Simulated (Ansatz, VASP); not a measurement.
BaTe: VASP beside Ansatz

```
Ba Te
1.0
     4.24482    0.00000    0.00000
     0.00000    4.24482    0.00000
     0.00000    0.00000    4.24482
Ba Te
1 1
Direct
  0.00000 0.00000 0.00000
  0.50000 0.50000 0.50000
```

Alike in both runs: task single point; functional PBEsol; k mesh 4 × 4 × 4; no spin polarisation.

```csv
,VASP,Ansatz
version,VASP 6.6.1,Ansatz 0.2.0
potentials or method,"VASP PAW PBE potentials, release 64 (Ba_sv, Te)",plane waves
plane-wave cutoff (eV),520,420
occupations,"gaussian, width 0.01 eV",fixed
valence electrons in the cell,16,26
```

VASP gave:

- gap on the k mesh at the Fermi level (eV): 0.66
- pressure (GPa): -1.2

**Question.** What did Ansatz give for the same quantities?

**Answer.** gap on the k mesh at the Fermi level (eV): 0.76; pressure (GPa): -1.8.

VASP's potentials were made for PBE, not for PBEsol. VASP's potentials hold 16 valence electrons a cell and Ansatz's 26, so a difference there can come from the potentials and not from the codes.

Neither program's run includes spin-orbit coupling.
